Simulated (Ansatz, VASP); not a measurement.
H: VASP beside Ansatz

```
H
1.0
    -1.75386    1.75386    2.18653
     1.75386   -1.75386    2.18653
     1.75386    1.75386   -2.18653
H
2
Cartesian
  0.0000 0.0000 3.9934
  0.0000 0.0000 0.3797
```

Alike in both runs: task relaxation of cell and atoms; functional PBEsol; k mesh 10 × 10 × 10; no spin polarisation.

```csv
,VASP,Ansatz
version,VASP 6.6.1,Ansatz 0.2.0
potentials or method,"VASP PAW PBE potentials, release 64 (H), cutoff 600 eV","scalar-relativistic, plane waves, PAW"
occupations,"gaussian, width 0.01 eV",fixed
valence electrons in the cell,2,2
```

VASP gave:

```
gap on the k mesh at the Fermi level, each at its own relaxed structure (eV) : 8.83
relaxed volume (Å³/atom)                                                     : 13.19
relaxed cell length with the largest relative difference (Å)                 : 3.286
```

Problem. Estimate Ansatz's values.

Solution. gap on the k mesh at the Fermi level, each at its own relaxed structure (eV): 8.97; relaxed volume (Å³/atom): 14.15; relaxed cell length with the largest relative difference (Å): 3.367.

VASP's potentials were made for PBE, not for PBEsol. One of these differences is far larger than is usual between the two programs; its cause wasn't traced.
